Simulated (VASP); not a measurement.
# Al (P6/mmm) in VASP: further runs, part 2 of 2

VASP 6.6.1. Earlier steps stand in the parts before.

### Step 4. Single point, B3LYP

This run uses another cell than the first one, of 25.81 Å³/atom.

The input, POSCAR:

```
Al
1.0
    4.5793422656      0.0000000000      0.0000000000
   -2.2896711328      3.9658267346      0.0000000000
    0.0000000000      0.0000000000      2.8418807261
Al
2
Direct
    0.3333333333      0.6666666667      0.0000000000
    0.6666666667      0.3333333333      0.0000000000
```

The input, INCAR.step1:

```
  PREC = Accurate
  ENCUT = 520
  EDIFF = 1E-5
  ISMEAR = -1
  SIGMA = 0.05
  LREAL = F
  LASPH = T
  NELM = 80
  ALGO = Normal
  ISIF = 2
  LWAVE = T
  LCHARG = F
  GGA = PE
  NBANDS = 10
```

The input, INCAR.step2:

```
  PREC = Accurate
  ENCUT = 520
  EDIFF = 1E-6
  ISMEAR = -1
  SIGMA = 0.05
  LREAL = F
  LASPH = T
  NELM = 80
  ALGO = Normal
  ISIF = 2
  LWAVE = F
  LCHARG = F
  GGA = B3
  LHFCALC = T
  AEXX = 0.2
  AGGAX = 0.72
  AGGAC = 0.81
  ALDAC = 0.19
  PRECFOCK = Normal
  ISTART = 1
  NBANDS = 10
```

The input, KPOINTS:

```
regular mesh
0
Gamma
  4 4 5
```

Potentials or basis: VASP PAW PBE potentials, release 64 (Al).

The run is started by

```sh
$ cat potpaw_PBE.64/Al/POTCAR > POTCAR
$ cp INCAR.step1 INCAR
$ mpirun -np 1 vasp_std > vasp.out
$ cp INCAR.step2 INCAR
$ mpirun -np 1 vasp_std > vasp.out
```

OUTCAR:

```text
PREC = Accurate
   ENCUT = 520
   EDIFF = 1E-6
   ISMEAR = -1
   LREAL = F
   LASPH = T
   NELM = 80
   ISIF = 2
   GGA = B3
   LHFCALC = T
   AEXX = 0.2
   PRECFOCK = Normal
   ISTART = 1

 ion  position               nearest neighbor table
   1  0.333  0.667  0.000-   2 2.64   2 2.64   2 2.64
   2  0.667  0.333  0.000-   1 2.64   1 2.64   1 2.64

  LATTYP: Found a hexagonal cell.
 ALAT       =     4.5793422656
 C/A-ratio  =     0.6205870977

  Lattice vectors:

 A1 = (   4.5793422656,   0.0000000000,   0.0000000000)
 A2 = (  -2.2896711328,   3.9658267346,   0.0000000000)
 A3 = (   0.0000000000,   0.0000000000,   2.8418807261)

Analysis of symmetry for initial positions (statically):
=====================================================================
 Subroutine PRICEL returns:
 Original cell was already a primitive cell.

 Routine SETGRP: Setting up the symmetry group for a
 hexagonal supercell.

 Subroutine GETGRP returns: Found 24 space group operations
 (whereof 24 operations were pure point group operations)
 out of a pool of 24 trial point group operations.

The static configuration has the point symmetry D_6h.

Analysis of symmetry for dynamics (positions and initial velocities):
=====================================================================
 Subroutine PRICEL returns:
 Original cell was already a primitive cell.

 Routine SETGRP: Setting up the symmetry group for a
 hexagonal supercell.

 Subroutine GETGRP returns: Found 24 space group operations
 (whereof 24 operations were pure point group operations)
 out of a pool of 24 trial point group operations.

The dynamic configuration has the point symmetry D_6h.

 Subroutine INISYM returns: Found 24 space group operations
 (whereof 24 operations are pure point group operations),
[... 111 lines left out ...]
   ENCUT4O =  -1.0   cutoff for four orbital integrals eV
   NKREDX  =     1    reduce k-point grid by
   NKREDY  =     1    reduce k-point grid by
   NKREDZ  =     1    reduce k-point grid by
   AEXX    =    0.2000 exact exchange contribution
   HFSCREEN=    0.0000 screening length (either q_TF or 0.3 A-1)
   HFSCREENC=   0.0000 screening length for correlation (either q_TF or 0.3 A-1)
   ENCUTFOCK=  -1.0 apply spherical cutoff to Coloumb kernel
   IVDW    =     0    specifies the selected vdW correction
   LEPSILON=     F    determine dielectric tensor
   LRPA    =     F    only Hartree local field effects (RPA)
 non-spin polarized calculation
  energy-cutoff  :      520.00
  volume of cell :       51.61
 maximum number of plane-waves:      1432
 NGX is ok and might be reduce to    36
  NGX = 28; NGY = 28; NGZ = 16

 number of electron       6.0000000 magnetization

 Free energy of the ion-electron system (eV)
  ---------------------------------------------------
  ext. energy  EPLUGINS =         0.00000000
  ---------------------------------------------------
  free energy    TOTEN  =        -6.18940656 eV

  energy without entropy =       -6.17890219  energy(sigma->0) =       -6.18415438

 E-fermi :   3.6610     XC(G=0):  -6.5487

 val. band max:        3.2106361109   @ k =   0.0000   0.0000   0.0000
 cond. band min:       3.6786314912   @ k =   0.2500   0.2500   0.4000
 fundamental gap:      0.4679953803
 Fermi energy:         3.6609504451

 k-point     1 :       0.0000    0.0000    0.0000
  band No.  band energies     occupation
      1      -6.0510      2.00000
      2       2.7126      2.00000
      3       2.7126      2.00000
      4       3.2106      1.99975
      5       6.9060      0.00000
      6       6.9060      0.00000
      7      10.2834      0.00000
      8      13.1162      0.00000
      9      14.2090      0.00000
     10      19.3573      0.00000
[... 131 lines left out ...]
 k-point    12 :       0.2500    0.2500    0.4000
  band No.  band energies     occupation
      1      -1.3422      2.00000
      2       0.6852      2.00000
      3       2.8532      2.00000
      4       3.6786      0.82501
      5       5.1608      0.00000
      6       8.8340      0.00000
      7      10.5622      0.00000
      8      10.6872      0.00000
      9      14.0380      0.00000
     10      14.4696      0.00000

------------------------ aborting loop because EDIFF is reached ----------------------------------------

  FORCE on cell =-STRESS in cart. coord.  units (eV):
  Direction    XX          YY          ZZ          XY          YZ          ZX
  --------------------------------------------------------------------------------------
  -------------------------------------------------------------------------------------
  Total       -0.3837760     -0.3837760      0.6698615      0.0000000      0.0000000      0.0000000
  in kB      -11.9136734    -11.9136734     20.7947108      0.0000000      0.0000000      0.0000000
  external PRESSURE =      -1.0108787 kB  Pullay stress =       0.0000000 kB

 VOLUME and BASIS-vectors are now :
 -----------------------------------------------------------------------------
  energy-cutoff  :      520.00
  volume of cell :       51.61
      direct lattice vectors                 reciprocal lattice vectors
     4.579342266  0.000000000  0.000000000     0.218371972  0.126077117  0.000000000
    -2.289671133  3.965826735  0.000000000     0.000000000  0.252154233  0.000000000
     0.000000000  0.000000000  2.841880726     0.000000000  0.000000000  0.351879652

 POSITION                                       TOTAL-FORCE (eV/Angst)
 -----------------------------------------------------------------------------------
     -0.00000      2.64388      0.00000         0.000000     -0.000000     -0.000000
      2.28967      1.32194      0.00000        -0.000000      0.000000      0.000000
 -----------------------------------------------------------------------------------
    total drift:                               -0.000000      0.000000     -0.000000

  FREE ENERGIE OF THE ION-ELECTRON SYSTEM (eV)
  ---------------------------------------------------
  free  energy   TOTEN  =        -6.1894065605 eV

  energy  without entropy=       -6.1789021896  energy(sigma->0) =       -6.18415438
```

OUTCAR.step1:

```text
PREC = Accurate
   ENCUT = 520
   EDIFF = 1E-5
   ISMEAR = -1
   LREAL = F
[... 364 lines left out ...]
     -0.00000      2.64388      0.00000         0.000000      0.000000     -0.000000
      2.28967      1.32194      0.00000        -0.000000     -0.000000      0.000000
 -----------------------------------------------------------------------------------
    total drift:                                0.000000     -0.000000     -0.000000

  FREE ENERGIE OF THE ION-ELECTRON SYSTEM (eV)
  ---------------------------------------------------
  free  energy   TOTEN  =        -6.4304057469 eV

  energy  without entropy=       -6.4191424874  energy(sigma->0) =       -6.42477412
```

OSZICAR.step1:

```text
N       E                     dE             d eps       ncg     rms          rms(c)
DAV:   1     0.132133292460E+01    0.13213E+01   -0.20487E+03   240   0.442E+02
DAV:   2    -0.623826148855E+01   -0.75596E+01   -0.73700E+01   314   0.503E+01
DAV:   3    -0.644378903589E+01   -0.20553E+00   -0.20491E+00   308   0.719E+00
DAV:   4    -0.644638576337E+01   -0.25967E-02   -0.25966E-02   312   0.900E-01
DAV:   5    -0.644643460679E+01   -0.48843E-04   -0.48843E-04   280   0.114E-01    0.165E+00
DAV:   6    -0.643623921585E+01    0.10195E-01   -0.43255E-03   276   0.276E-01    0.102E+00
DAV:   7    -0.642946857320E+01    0.67706E-02   -0.12139E-02   272   0.503E-01    0.120E-01
DAV:   8    -0.643030387351E+01   -0.83530E-03   -0.11877E-03   268   0.148E-01    0.331E-02
DAV:   9    -0.643040550510E+01   -0.10163E-03   -0.16668E-04   262   0.562E-02    0.818E-03
DAV:  10    -0.643040574688E+01   -0.24178E-06   -0.19683E-06   204   0.931E-03
   1 F= -.64304057E+01 E0= -.64247741E+01  d E =-.112633E-01
```

Wall time 2.3 min (1 thread of Intel Xeon Platinum 8259CL at 2.50GHz (Skylake/Cascade Lake), shared host); peak memory 0.17 GiB.

What came out:

- Free energy: -6.1894 eV
- Pressure: -0.1 GPa
- Band gap on the k mesh: zero (bands 3 and 4 overlap by 2.61 eV)

Caveat: the k points lie up to 0.44 Å⁻¹ apart, too coarse for converged energies and pressures of a metal; the PAW data sets were made with another functional, which shifts forces and pressure a little.

### Step 5. Overview

| level | cell | share of exact exchange | screening parameter | gap on the mesh (eV) | pressure (GPa) |
| --- | --- | --- | --- | --- | --- |
| HSE06 | a = 4.484, b = 4.484, c = 2.840 Å, angles 90.0, 90.0, 120.0°, 2 atoms | 0.25 | 0.2079 1/Å | none | -0.1 |
| PBE-based screened hybrid with 25 % exact exchange | a = 4.489, b = 4.489, c = 2.842 Å, angles 90.0, 90.0, 120.0°, 2 atoms | 0.25 | 0.3 1/Å | none | -0.1 |
| B3LYP | a = 4.579, b = 4.579, c = 2.842 Å, angles 90.0, 90.0, 120.0°, 2 atoms | 0.2 | - | none | -0.1 |

Alike in all rows: task single point; potentials or basis VASP PAW PBE potentials, release 64 (Al); no spin polarisation; k mesh 4 × 4 × 5; cutoff (eV) 520; smearing fermi-dirac 0.05 eV.

Caveats: all runs use coarse meshes; the PAW data sets were made with another functional, which shifts forces and pressure a little.

Absolute energies hang on the potentials; compare differences alone.
